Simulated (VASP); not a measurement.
# ZrNb2N4 in VASP: a series of runs

The runs below take ZrNb2N4 through single point, with PBE.

All numbers are computed with VASP 6.6.1; they aren't measurements. Logs are shortened: lines on timing, memory, paths and dates and some standing lists are left out, and cuts for length are marked.

**1. The cell of the first run**

It takes space group C2/m (No. 12, monoclinic). The conventional cell has a = 11.625 Å, b = 3.143 Å, c = 5.323 Å, α = 90.00°, β = 116.57°, γ = 90.00°. Within 2.9 Å of Zr (site symmetry 2/m) lie 6 N at 2.21 to 2.26 Å. Nb (site symmetry m) has 6 N at 2.04 to 2.29 Å within 2.7 Å. N (site symmetry m) has 3 Nb at 2.04 to 2.28 Å and 1 Zr at 2.21 Å within 2.7 Å. Within 2.7 Å of N (site symmetry m) lie 3 Nb at 2.07 to 2.29 Å and 2 Zr at 2.26 Å.

**2. Single point, PBE**

File INCAR:

```
SYSTEM = ZrNb2N4
PREC     = Accurate       ! precision mode
ENCUT    = 520            ! plane-wave cutoff, eV
EDIFF    = 1E-7           ! SCF threshold, eV
ISMEAR   = 0              ! smearing method
SIGMA    = 0.15           ! smearing width, eV
LREAL    = .FALSE.        ! projectors in reciprocal space
LASPH    = .TRUE.         ! aspherical terms in the spheres
NELM     = 60             ! most SCF steps
ALGO     = Normal         ! electronic algorithm
ISIF     = 2              ! what is computed and relaxed
LWAVE    = .FALSE.        ! write WAVECAR
LCHARG   = .FALSE.        ! write CHGCAR
GGA      = PE             ! functional
NBANDS   = 38             ! bands
```

File KPOINTS:

```
Automatic mesh
0
G
  4 4 3
  0 0 0
```

File POSCAR:

```
ZrNb2N4
1.0
    5.8076632682     -1.5714630964      0.2419099188
    5.8076632682      1.5714630964      0.2419099188
   -2.5768042159      0.0000000000      4.6574602026
Zr Nb N
1 2 4
Direct
    0.0000000000      0.0000000000      0.0000000000
    0.7182576500      0.7182576500      0.7190565791
    0.2817423500      0.2817423500      0.2809434209
    0.8656395638      0.8656395638      0.5460004478
    0.1343604362      0.1343604362      0.4539995522
    0.6391240096      0.6391240096      0.9987619061
    0.3608759904      0.3608759904      0.0012380939
```

Potentials or basis: VASP PAW PBE potentials, release 64 (Zr_sv, Nb_sv, N).

On the command line:

```bash
$ cat potpaw_PBE.64/Zr_sv/POTCAR potpaw_PBE.64/Nb_sv/POTCAR potpaw_PBE.64/N/POTCAR > POTCAR
$ mpirun -np 1 vasp_std > vasp.out
```

OUTCAR:

```text
SYSTEM = ZrNb2N4
   PREC = Accurate
   ENCUT = 520
   EDIFF = 1E-7
   ISMEAR = 0
   LREAL = .FALSE.
   LASPH = .TRUE.
   NELM = 60
   ISIF = 2
   GGA = PE

 ion  position               nearest neighbor table
   1  0.000  0.000  0.000-   4 2.21   5 2.21   6 2.26   6 2.26   7 2.26   7 2.26   2 2.93   3 2.93

   2  0.718  0.718  0.719-   5 2.04   5 2.04   6 2.07   4 2.28   7 2.29   7 2.29   1 2.93
   3  0.282  0.282  0.281-   4 2.04   4 2.04   7 2.07   5 2.28   6 2.29   6 2.29   1 2.93
   4  0.866  0.866  0.546-   3 2.04   3 2.04   1 2.21   2 2.28
   5  0.134  0.134  0.454-   2 2.04   2 2.04   1 2.21   3 2.28
   6  0.639  0.639  0.999-   2 2.07   1 2.26   1 2.26   3 2.29   3 2.29
   7  0.361  0.361  0.001-   3 2.07   1 2.26   1 2.26   2 2.29   2 2.29

  LATTYP: Found a base centered monoclinic cell.
 ALAT       =    11.6253985817
 B/A-ratio  =     0.2703499730
 C/A-ratio  =     0.4578567881
 COS(beta)  =    -0.4472748196

  Lattice vectors:

 A1 = (   5.8076632682,  -1.5714630964,   0.2419099188)
 A2 = (   5.8076632682,   1.5714630964,   0.2419099188)
 A3 = (  -2.5768042159,   0.0000000000,   4.6574602026)

Analysis of symmetry for initial positions (statically):
=====================================================================
 Subroutine PRICEL returns:
 Original cell was already a primitive cell.

 Routine SETGRP: Setting up the symmetry group for a
 base centered monoclinic supercell.

 Subroutine GETGRP returns: Found  4 space group operations
 (whereof  4 operations were pure point group operations)
 out of a pool of  4 trial point group operations.

The static configuration has the point symmetry C_2h.

Analysis of symmetry for dynamics (positions and initial velocities):
=====================================================================
 Subroutine PRICEL returns:
 Original cell was already a primitive cell.

 Routine SETGRP: Setting up the symmetry group for a
 base centered monoclinic supercell.

 Subroutine GETGRP returns: Found  4 space group operations
 (whereof  4 operations were pure point group operations)
 out of a pool of  4 trial point group operations.

The dynamic configuration has the point symmetry C_2h.

 Subroutine INISYM returns: Found  4 space group operations
 (whereof  4 operations are pure point group operations),
 and found     1 'primitive' translations

----------------------------------------------------------------------------------------

                                     Primitive cell

  volume of cell :      86.9720

  direct lattice vectors                    reciprocal lattice vectors
     5.807663268 -1.571463096  0.241909919     0.084153787 -0.318174828  0.046559245
     5.807663268  1.571463096  0.241909919     0.084153787  0.318174828  0.046559245
    -2.576804216  0.000000000  4.657460203    -0.008741947  0.000000000  0.209872693

  length of vectors
     6.021376031  6.021376031  5.322767655     0.332392605  0.332392605  0.210054680

  position of ions in fractional coordinates (direct lattice)
     0.000000000  0.000000000  0.000000000
     0.718257650  0.718257650  0.719056579
     0.281742350  0.281742350  0.280943421
     0.865639564  0.865639564  0.546000448
     0.134360436  0.134360436  0.453999552
     0.639124010  0.639124010  0.998761906
     0.360875990  0.360875990  0.001238094

  ion indices of the primitive-cell ions
   primitive index   ion index
                 1           1
                 2           2
                 3           3
                 4           4
                 5           5
                 6           6
                 7           7

----------------------------------------------------------------------------------------

 KPOINTS: Automatic mesh

Automatic generation of k-mesh.
 Grid dimensions read from file:
 generate k-points for:    4    4    3

 Generating k-lattice:

  Cartesian coordinates                     Fractional coordinates (reciprocal lattice)
     0.021038447 -0.079543707  0.011639811     0.250000000  0.000000000 -0.000000000
     0.021038447  0.079543707  0.011639811     0.000000000  0.250000000 -0.000000000
    -0.002913982  0.000000000  0.069957564     0.000000000  0.000000000  0.333333333

  Length of vectors
     0.083098151  0.083098151  0.070018227

  Shift w.r.t. Gamma in fractional coordinates (k-lattice)
     0.000000000  0.000000000  0.000000000

 Subroutine IBZKPT returns following result:
 ===========================================

 Found     17 irreducible k-points:

 Following reciprocal coordinates:
            Coordinates               Weight
  0.000000  0.000000  0.000000      1.000000
  0.250000 -0.000000  0.000000      4.000000
  0.500000 -0.000000  0.000000      2.000000
  0.250000  0.250000  0.000000      2.000000
  0.500000  0.250000  0.000000      4.000000
 -0.250000  0.250000  0.000000      2.000000
[... 9 lines left out ...]
 -0.250000  0.500000  0.333333      4.000000
 -0.250000 -0.250000  0.333333      2.000000
   k-points           NKPTS =     17   k-points in BZ     NKDIM =     17   number of bands    NBANDS=     38
   number of dos      NEDOS =    301   number of ions     NIONS =      7
   total plane-waves  NPLWV =  92160
   dimension x,y,z NGX =    48 NGY =   48 NGZ =   40
   dimension x,y,z NGXF=    96 NGYF=   96 NGZF=   80
   ions per type =               1   2   4
   NGX,Y,Z   is equivalent  to a cutoff of  13.25, 13.25, 12.49 a.u.
   NGXF,Y,Z  is equivalent  to a cutoff of  26.50, 26.50, 24.99 a.u.
 SYSTEM =  ZrNb2N4
   PREC   = accura    normal or accurate (medium, high low for compatibility)
   ISTART =      0    job   : 0-new  1-cont  2-samecut
   ICHARG =      2    charge: 1-file 2-atom 10-const
   ISPIN  =      1    spin polarized calculation?
   LNONCOLLINEAR =      F non collinear calculations
   LSORBIT =      F    spin-orbit coupling
   LASPH  =      T    aspherical Exc in radial PAW
   ENCUT  =  520.0 eV  38.22 Ry    6.18 a.u.  11.20 11.20  9.90*2*pi/ulx,y,z
   NELM   =     60;   NELMIN=  2; NELMDL= -5     # of ELM steps
   EDIFF  = 0.1E-06   stopping-criterion for ELM
   LREAL  =      F    real-space projection
   EDIFFG = 0.1E-05   stopping-criterion for IOM
   NSW    =      0    number of steps for IOM
   IBRION =     -1    ionic relax: 0-MD 1-quasi-New 2-CG
   NFREE  =      0    steps in history (QN), initial steepest desc. (CG)
   ISIF   =      2    stress and relaxation
   ISYM   =      2    0-nonsym 1-usesym 2-fastsym
   POTIM  = 0.5000    time-step for ionic-motion
   TEBEG  =    0.0;   TEEND  =   0.0 temperature during run
   PSTRESS=    0.0 pullay stress
   NELECT =      58.0000    total number of electrons
   NUPDOWN=      -1.0000    fix difference up-down
   EMIN   =  10.00;   EMAX   =-10.00  energy-range for DOS
   EFERMI =   0.00;   METHOD = LEGACY
   ISMEAR =     0;   SIGMA  =   0.15  broadening in eV -4-tet -1-fermi 0-gaus
   EFERMI_NEDOS =   21; number of points for ismear=-14 and -15
   IALGO  =     38    algorithm
   IMIX   =      4    mixing-type and parameters
     AMIX     =   0.40;   BMIX     =  1.00
     AMIX_MAG =   1.60;   BMIX_MAG =  1.00
  volume/ion in A,a.u.               =      12.42        83.85
  Fermi-wavevector in a.u.,A,eV,Ry     =   1.430291  2.702857 27.833861  2.045731
  Thomas-Fermi vector in A             =   2.550152
   LORBIT       =      0    0 simple, 1 ext, 2 COOP (PROOUT), +10 PAW based schemes
   GGA     = PE    functional components
   LHFCALC =     F    Hartree Fock is set to
   AEXX    =    0.0000 exact exchange contribution
   IVDW    =     0    specifies the selected vdW correction
   LEPSILON=     F    determine dielectric tensor
   LRPA    =     F    only Hartree local field effects (RPA)
 non-spin polarized calculation
 Gauss-broadening in eV      SIGMA  =   0.15
  energy-cutoff  :      520.00
  volume of cell :       86.97
 maximum number of plane-waves:      2362
 NGX is ok and might be reduce to    48
   NGX = 23   NGY = 23   NGZ = 19

 number of electron      57.9999999 magnetization

 Free energy of the ion-electron system (eV)
  ---------------------------------------------------
  ext. energy  EPLUGINS =         0.00000000
  ---------------------------------------------------
  free energy    TOTEN  =       -69.86786997 eV

  energy without entropy =      -69.84148277  energy(sigma->0) =      -69.85467637

 E-fermi :   9.6748     XC(G=0): -11.7926

 val. band max:        9.6351806461   @ k =   0.0000   0.0000   0.3333
 cond. band min:       9.6843774793   @ k =  -0.2500   0.2500   0.3333
 fundamental gap:      0.0491968332
 Fermi energy:         9.6747974004

 k-point     1 :       0.0000    0.0000    0.0000
  band No.  band energies     occupation
      1     -46.6004      2.00000
      2     -46.5277      2.00000
      3     -39.8171      2.00000
      4     -23.0786      2.00000
      5     -22.7019      2.00000
      6     -22.5625      2.00000
[... 30 lines left out ...]
     37      12.8343      0.00000
     38      14.1200      0.00000

 k-point     2 :       0.2500   -0.0000    0.0000
  band No.  band energies     occupation
      1     -46.5701      2.00000
      2     -46.5184      2.00000
      3     -39.7853      2.00000
      4     -22.9570      2.00000
      5     -22.8094      2.00000
      6     -22.7003      2.00000
[... 30 lines left out ...]
     37      13.2037      0.00000
     38      14.1112      0.00000

 k-point     3 :       0.5000   -0.0000    0.0000
  band No.  band energies     occupation
      1     -46.5243      2.00000
      2     -46.5243      2.00000
      3     -39.7532      2.00000
      4     -23.0023      2.00000
      5     -23.0012      2.00000
      6     -22.7012      2.00000
[... 30 lines left out ...]
     37      14.0618      0.00000
[... 494 lines left out ...]
 k-point    16 :      -0.2500    0.5000    0.3333
  band No.  band energies     occupation
      1     -46.5572      2.00000
      2     -46.5314      2.00000
      3     -39.7854      2.00000
      4     -22.9510      2.00000
      5     -22.8215      2.00000
      6     -22.7196      2.00000
[... 30 lines left out ...]
     37      13.1469      0.00000
     38      13.8369      0.00000

 k-point    17 :      -0.2500   -0.2500    0.3333
  band No.  band energies     occupation
      1     -46.5824      2.00000
      2     -46.5459      2.00000
      3     -39.8172      2.00000
      4     -22.9553      2.00000
      5     -22.6928      2.00000
      6     -22.6354      2.00000
[... 30 lines left out ...]
     37      12.9777      0.00000
     38      13.9294      0.00000

------------------------ aborting loop because EDIFF is reached ----------------------------------------

  FORCE on cell =-STRESS in cart. coord.  units (eV):
  Direction    XX          YY          ZZ          XY          YZ          ZX
  --------------------------------------------------------------------------------------
  -------------------------------------------------------------------------------------
  Total        0.1034893     -0.1747274     -0.1232427      0.0000000      0.0000000      0.1801212
  in kB        1.9064534     -3.2187843     -2.2703459      0.0000000      0.0000000      3.3181474
  external PRESSURE =      -1.1942256 kB  Pullay stress =       0.0000000 kB

 VOLUME and BASIS-vectors are now :
 -----------------------------------------------------------------------------
  energy-cutoff  :      520.00
  volume of cell :       86.97
      direct lattice vectors                 reciprocal lattice vectors
     5.807663268 -1.571463096  0.241909919     0.084153787 -0.318174828  0.046559245
     5.807663268  1.571463096  0.241909919     0.084153787  0.318174828  0.046559245
    -2.576804216  0.000000000  4.657460203    -0.008741947  0.000000000  0.209872693

 POSITION                                       TOTAL-FORCE (eV/Angst)
 -----------------------------------------------------------------------------------
      0.00000      0.00000      0.00000         0.000000     -0.000000     -0.000000
      6.48993      0.00000      3.69648        -0.013264      0.000000      0.007110
      2.54859      0.00000      1.44480         0.013264      0.000000     -0.007110
      8.64775      0.00000      2.96179        -0.009717      0.000000     -0.028648
      0.39077      0.00000      2.17949         0.009717      0.000000      0.028648
      4.85002      0.00000      4.96091         0.040675      0.000000     -0.009066
      4.18850      0.00000      0.18037        -0.040675      0.000000      0.009066
 -----------------------------------------------------------------------------------
    total drift:                               -0.000000      0.000000      0.000000

  FREE ENERGIE OF THE ION-ELECTRON SYSTEM (eV)
  ---------------------------------------------------
  free  energy   TOTEN  =       -69.8678699697 eV

  energy  without entropy=      -69.8414827708  energy(sigma->0) =      -69.85467637
```

Run time: 78 s. Hardware: 1 thread of Intel Xeon Platinum 8488C (Sapphire Rapids), shared host; peak memory 0.31 GiB.

Results:

* Free energy: -69.8679 eV
* Pressure: -0.1 GPa
* Largest force: 0.042 eV/Å
* Band gap on the k mesh: zero (band 29 reaches 10.23 eV, above the bottom of band 30 at 9.64 eV)

Forces on the atoms (eV/Å):
```
Zr   0.000  0.000  0.000
Nb  -0.013  0.000  0.007
Nb   0.013  0.000 -0.007
N   -0.010  0.000 -0.029
N    0.010  0.000  0.029
N    0.041  0.000 -0.009
N   -0.041  0.000  0.009
```

Stress tensor (GPa, compression positive):
```
 0.19  0.00  0.33
 0.00 -0.32  0.00
 0.33  0.00 -0.23
```

Levels at points of the mesh, in eV from the Fermi level:
```tsv
k point	band 26	band 27	band 28	band 29	band 30	band 31	band 32	band 33
(0.00, 0.00, 0.00)	-2.58	-2.25	-1.79	-1.26	0.12	0.20	0.28	2.14
(0.50, 0.00, 0.00)	-3.49	-2.78	-2.68	0.38	0.97	1.09	1.24	1.84
(0.50, 0.50, 0.00)	-3.13	-2.64	-2.11	-1.02	0.23	0.64	1.16	1.53
```

Caveat: the k points lie up to 0.52 Å⁻¹ apart.

(Part 1 of 2 ends here.)
